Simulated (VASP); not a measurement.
# Sc5W (F-43m) in VASP: further runs, part 2 of 2

VASP 6.6.1. Earlier steps stand in the parts before.

### 3 Single point, PBE

This run uses another cell than the first one, of 38.07 Å³/atom, 1.833 times its volume.

The input, INCAR:

```
PREC = Accurate ; ENCUT = 520
EDIFF = 1E-6 ; ISMEAR = 0
SIGMA = 0.1 ; LREAL = F
LASPH = T ; NELM = 60
ALGO = Normal ; ISIF = 2
LWAVE = F ; LCHARG = F
GGA = PE ; NBANDS = 44
```

The input, KPOINTS:

```
regular mesh
0
Gamma
  4 4 4
```

The input, POSCAR:

```
Sc5W
1.0
    0.0000000000      4.8516529799      4.8516529799
    4.8516529799      0.0000000000      4.8516529799
    4.8516529799      4.8516529799      0.0000000000
Sc W
5 1
Direct
    0.3620683921      0.3620683921      0.3620683921
    0.3620683921      0.3620683921      0.9137948237
    0.3620683921      0.9137948237      0.3620683921
    0.9137948237      0.3620683921      0.3620683921
    0.7500000000      0.7500000000      0.7500000000
    0.5000000000      0.5000000000      0.5000000000
```

Potentials or basis: VASP PAW PBE potentials, release 64 (Sc_sv, W_sv).

Started as:

```console
$ cat potpaw_PBE.64/Sc_sv/POTCAR potpaw_PBE.64/W_sv/POTCAR > POTCAR
$ mpirun -np 1 vasp_std > vasp.out
```

OUTCAR:

```text
PREC = Accurate
   ENCUT = 520
   EDIFF = 1E-6
   ISMEAR = 0
   LREAL = F
   LASPH = T
   NELM = 60
   ISIF = 2
   GGA = PE

 ion  position               nearest neighbor table
   1  0.362  0.362  0.362-   6 2.32   3 3.08   4 3.08   2 3.08
   2  0.362  0.362  0.914-   6 2.32   3 3.08   4 3.08   1 3.08
   3  0.362  0.914  0.362-   6 2.32   2 3.08   4 3.08   1 3.08
   4  0.914  0.362  0.362-   6 2.32   2 3.08   3 3.08   1 3.08
   5  0.750  0.750  0.750-
   6  0.500  0.500  0.500-   1 2.32   2 2.32   3 2.32   4 2.32

  LATTYP: Found a face centered cubic cell.
 ALAT       =     9.7033059598

  Lattice vectors:

 A1 = (   0.0000000000,   4.8516529799,   4.8516529799)
 A2 = (   4.8516529799,   0.0000000000,   4.8516529799)
 A3 = (   4.8516529799,   4.8516529799,   0.0000000000)

Analysis of symmetry for initial positions (statically):
=====================================================================
 Subroutine PRICEL returns:
 Original cell was already a primitive cell.

 Routine SETGRP: Setting up the symmetry group for a
 face centered cubic supercell.

 Subroutine GETGRP returns: Found 24 space group operations
 (whereof 24 operations were pure point group operations)
 out of a pool of 48 trial point group operations.

The static configuration has the point symmetry T_d .

Analysis of symmetry for dynamics (positions and initial velocities):
=====================================================================
 Subroutine PRICEL returns:
 Original cell was already a primitive cell.

 Routine SETGRP: Setting up the symmetry group for a
 face centered cubic supercell.

 Subroutine GETGRP returns: Found 24 space group operations
 (whereof 24 operations were pure point group operations)
 out of a pool of 48 trial point group operations.

The dynamic configuration has the point symmetry T_d .

 Subroutine INISYM returns: Found 24 space group operations
 (whereof 24 operations are pure point group operations),
 and found     1 'primitive' translations

----------------------------------------------------------------------------------------

                                     Primitive cell

  volume of cell :     228.4016

  direct lattice vectors                    reciprocal lattice vectors
     0.000000000  4.851652980  4.851652980    -0.103057659  0.103057659  0.103057659
     4.851652980  0.000000000  4.851652980     0.103057659 -0.103057659  0.103057659
     4.851652980  4.851652980  0.000000000     0.103057659  0.103057659 -0.103057659

  length of vectors
     6.861273444  6.861273444  6.861273444     0.178501102  0.178501102  0.178501102

  position of ions in fractional coordinates (direct lattice)
     0.362068392  0.362068392  0.362068392
     0.362068392  0.362068392  0.913794824
     0.362068392  0.913794824  0.362068392
     0.913794824  0.362068392  0.362068392
     0.750000000  0.750000000  0.750000000
     0.500000000  0.500000000  0.500000000

  ion indices of the primitive-cell ions
   primitive index   ion index
                 1           1
                 2           2
                 3           3
                 4           4
                 5           5
                 6           6

[... 30 lines left out ...]
  0.500000  0.000000  0.000000      4.000000
  0.250000  0.250000  0.000000      6.000000
  0.500000  0.250000  0.000000     24.000000
 -0.250000  0.250000  0.000000     12.000000
  0.500000  0.500000  0.000000      3.000000
 -0.250000  0.500000  0.250000      6.000000
   k-points           NKPTS =      8   k-points in BZ     NKDIM =      8   number of bands    NBANDS=     44
   number of dos      NEDOS =    301   number of ions     NIONS =      6
   total plane-waves  NPLWV = 157464
   dimension x,y,z NGX =    54 NGY =   54 NGZ =   54
   dimension x,y,z NGXF=   108 NGYF=  108 NGZF=  108
   ions per type =               5   1
   NGX,Y,Z   is equivalent  to a cutoff of  13.08, 13.08, 13.08 a.u.
   NGXF,Y,Z  is equivalent  to a cutoff of  26.17, 26.17, 26.17 a.u.
 SYSTEM =  unknown system
   PREC   = accura    normal or accurate (medium, high low for compatibility)
   ISTART =      0    job   : 0-new  1-cont  2-samecut
   ICHARG =      2    charge: 1-file 2-atom 10-const
   ISPIN  =      1    spin polarized calculation?
   LNONCOLLINEAR =      F non collinear calculations
   LSORBIT =      F    spin-orbit coupling
   LASPH  =      T    aspherical Exc in radial PAW
   ENCUT  =  520.0 eV  38.22 Ry    6.18 a.u.  12.76 12.76 12.76*2*pi/ulx,y,z
   NELM   =     60;   NELMIN=  2; NELMDL= -5     # of ELM steps
   EDIFF  = 0.1E-05   stopping-criterion for ELM
   LREAL  =      F    real-space projection
   EDIFFG = 0.1E-04   stopping-criterion for IOM
   NSW    =      0    number of steps for IOM
   IBRION =     -1    ionic relax: 0-MD 1-quasi-New 2-CG
   NFREE  =      0    steps in history (QN), initial steepest desc. (CG)
   ISIF   =      2    stress and relaxation
   ISYM   =      2    0-nonsym 1-usesym 2-fastsym
   POTIM  = 0.5000    time-step for ionic-motion
   TEBEG  =    0.0;   TEEND  =   0.0 temperature during run
   PSTRESS=    0.0 pullay stress
   NELECT =      69.0000    total number of electrons
   NUPDOWN=      -1.0000    fix difference up-down
   EMIN   =  10.00;   EMAX   =-10.00  energy-range for DOS
   EFERMI =   0.00;   METHOD = LEGACY
   ISMEAR =     0;   SIGMA  =   0.10  broadening in eV -4-tet -1-fermi 0-gaus
   EFERMI_NEDOS =   21; number of points for ismear=-14 and -15
   IALGO  =     38    algorithm
   IMIX   =      4    mixing-type and parameters
     AMIX     =   0.40;   BMIX     =  1.00
     AMIX_MAG =   1.60;   BMIX_MAG =  1.00
  volume/ion in A,a.u.               =      38.07       256.89
  Fermi-wavevector in a.u.,A,eV,Ry     =   1.098478  2.075823 16.417531  1.206654
  Thomas-Fermi vector in A             =   2.234856
   LORBIT       =      0    0 simple, 1 ext, 2 COOP (PROOUT), +10 PAW based schemes
   GGA     = PE    functional components
   LHFCALC =     F    Hartree Fock is set to
   AEXX    =    0.0000 exact exchange contribution
   IVDW    =     0    specifies the selected vdW correction
   LEPSILON=     F    determine dielectric tensor
   LRPA    =     F    only Hartree local field effects (RPA)
 non-spin polarized calculation
 Gauss-broadening in eV      SIGMA  =   0.10
  energy-cutoff  :      520.00
  volume of cell :      228.40
 maximum number of plane-waves:      6183
 NGX is ok and might be reduce to    54
   NGX = 25   NGY = 25   NGZ = 25

 number of electron      68.9999998 magnetization

 Free energy of the ion-electron system (eV)
  ---------------------------------------------------
  ext. energy  EPLUGINS =         0.00000000
  ---------------------------------------------------
  free energy    TOTEN  =       -34.69329023 eV

  energy without entropy =      -34.64267017  energy(sigma->0) =      -34.66798020

 E-fermi :   1.4549     XC(G=0):  -7.9429

 val. band max:        1.4497490702   @ k =   0.5000   0.2500   0.0000
 cond. band min:       1.4940734920   @ k =  -0.2500   0.5000   0.2500
 fundamental gap:      0.0443244218
 Fermi energy:         1.4548837446

 k-point     1 :       0.0000    0.0000    0.0000
  band No.  band energies     occupation
      1     -71.3309      2.00000
      2     -49.7771      2.00000
      3     -48.1657      2.00000
      4     -48.1408      2.00000
      5     -48.1408      2.00000
      6     -48.1408      2.00000
[... 365 lines left out ...]
     43       2.5699      0.00000
     44       2.6942      0.00000

------------------------ aborting loop because EDIFF is reached ----------------------------------------

  FORCE on cell =-STRESS in cart. coord.  units (eV):
  Direction    XX          YY          ZZ          XY          YZ          ZX
  --------------------------------------------------------------------------------------
  -------------------------------------------------------------------------------------
  Total        0.3434299      0.3434299      0.3434299     -0.0000000     -0.0000000      0.0000000
  in kB        2.4090703      2.4090703      2.4090703     -0.0000000     -0.0000000      0.0000000
  external PRESSURE =       2.4090703 kB  Pullay stress =       0.0000000 kB

 VOLUME and BASIS-vectors are now :
 -----------------------------------------------------------------------------
  energy-cutoff  :      520.00
  volume of cell :      228.40
      direct lattice vectors                 reciprocal lattice vectors
     0.000000000  4.851652980  4.851652980    -0.103057659  0.103057659  0.103057659
     4.851652980  0.000000000  4.851652980     0.103057659 -0.103057659  0.103057659
     4.851652980  4.851652980  0.000000000     0.103057659  0.103057659 -0.103057659

 POSITION                                       TOTAL-FORCE (eV/Angst)
 -----------------------------------------------------------------------------------
      3.51326      3.51326      3.51326        -0.095529     -0.095529     -0.095529
      6.19005      6.19005      3.51326         0.095529      0.095529     -0.095529
      6.19005      3.51326      6.19005         0.095529     -0.095529      0.095529
      3.51326      6.19005      6.19005        -0.095529      0.095529      0.095529
      7.27748      7.27748      7.27748         0.000000      0.000000      0.000000
      4.85165      4.85165      4.85165         0.000000      0.000000      0.000000
 -----------------------------------------------------------------------------------
    total drift:                                0.000001      0.000001      0.000001

  FREE ENERGIE OF THE ION-ELECTRON SYSTEM (eV)
  ---------------------------------------------------
  free  energy   TOTEN  =       -34.6932902334 eV

  energy  without entropy=      -34.6426701666  energy(sigma->0) =      -34.66798020
```

OSZICAR:

```text
N       E                     dE             d eps       ncg     rms          rms(c)
DAV:   1     0.143781064575E+04    0.14378E+04   -0.32007E+04   760   0.151E+03
DAV:   2     0.797799657304E+02   -0.13580E+04   -0.13425E+04   928   0.712E+02
DAV:   3    -0.340691854381E+02   -0.11385E+03   -0.10875E+03  1216   0.268E+02
DAV:   4    -0.437195969809E+02   -0.96504E+01   -0.93830E+01  1192   0.610E+01
DAV:   5    -0.441368839820E+02   -0.41729E+00   -0.40931E+00  1152   0.139E+01    0.215E+01
DAV:   6    -0.397911737053E+02    0.43457E+01   -0.11579E+02  1024   0.483E+01    0.192E+01
DAV:   7    -0.352779179212E+02    0.45133E+01   -0.33849E+01  1072   0.341E+01    0.119E+01
DAV:   8    -0.354819649264E+02   -0.20405E+00   -0.11710E+01  1064   0.133E+01    0.929E+00
DAV:   9    -0.346921952629E+02    0.78977E+00   -0.66468E+00  1024   0.104E+01    0.227E+00
DAV:  10    -0.346929070114E+02   -0.71175E-03   -0.29942E-01  1056   0.280E+00    0.501E-01
DAV:  11    -0.346939271839E+02   -0.10202E-02   -0.44261E-02  1144   0.158E+00    0.335E-01
DAV:  12    -0.346938146591E+02    0.11252E-03   -0.36463E-03  1096   0.551E-01    0.273E-01
DAV:  13    -0.346933359811E+02    0.47868E-03   -0.66143E-03  1064   0.361E-01    0.634E-02
DAV:  14    -0.346933520259E+02   -0.16045E-04   -0.37464E-04  1184   0.111E-01    0.803E-02
DAV:  15    -0.346932906497E+02    0.61376E-04   -0.42489E-04   984   0.756E-02    0.973E-03
DAV:  16    -0.346932910873E+02   -0.43753E-06   -0.49362E-05   936   0.341E-02    0.112E-02
DAV:  17    -0.346932900321E+02    0.10552E-05   -0.25501E-05   944   0.207E-02    0.522E-03
DAV:  18    -0.346932902334E+02   -0.20135E-06   -0.24237E-06   688   0.124E-02
   1 F= -.34693290E+02 E0= -.34667980E+02  d E =-.506201E-01
```

It took 2.7 min on 1 thread of Intel Xeon Platinum 8375C at 2.90GHz (Ice Lake), shared host; peak memory 0.39 GiB.

Results:

* Free energy: -34.6933 eV
* Pressure: 0.2 GPa
* Largest force: 0.165 eV/Å

Forces in eV/Å, atoms in the order of the input:
```
Sc  -0.096 -0.096 -0.096
Sc   0.096  0.096 -0.096
Sc   0.096 -0.096  0.096
Sc  -0.096  0.096  0.096
Sc   0.000  0.000  0.000
W    0.000  0.000  0.000
```

Caveat: spin-orbit coupling is left out, which moves the levels of the heavy elements.
